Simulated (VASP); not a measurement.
Here is a VASP 6.6.1 calculation.

POSCAR

```
Si
1.0
    2.5882052585      0.0000000000      0.0000000000
    0.0000000000      2.5882052585      0.0000000000
    0.0000000000      0.0000000000      2.5882052585
Si
1
Direct
    0.0000000000      0.0000000000      0.0000000000
```

INCAR.step1

```
SYSTEM = Si
PREC = Accurate
ENCUT = 520
ISMEAR = -1
SIGMA = 0.1
LREAL = .False.
LASPH = .True.
NELM = 80
NBANDS = 8
GGA = PE
ALGO = Normal
EDIFF = 1E-4
LWAVE = .True.
LCHARG = .False.
```

Contents of INCAR.step2:

```
SYSTEM = Si
PREC = Accurate
ENCUT = 520
EDIFF = 1E-6
ISMEAR = -1
SIGMA = 0.1
LREAL = .False.
LASPH = .True.
NELM = 80
ALGO = Normal
ISIF = 2
LWAVE = .False.
LCHARG = .False.
METAGGA = R2SCAN
LMIXTAU = .True.
NBANDS = 8
ISTART = 1
```

KPOINTS

```
Automatic mesh
0
Gamma
  14 14 14
  0 0 0
```

Potentials or basis: VASP PAW PBE potentials, release 64 (Si).

Command:

```sh
$ cat potpaw_PBE.64/Si/POTCAR > POTCAR
$ cp INCAR.step1 INCAR
$ mpirun -np 1 vasp_std > vasp.out
$ cp INCAR.step2 INCAR
$ mpirun -np 1 vasp_std > vasp.out
```

Estimate the band gap on the k mesh.

zero (band 2 reaches 15.16 eV, above the bottom of band 3 at 4.55 eV).

Predict the pressure.

-6.6 GPa.

Caveat: the PAW data sets were made with another functional, which shifts forces and pressure a little.
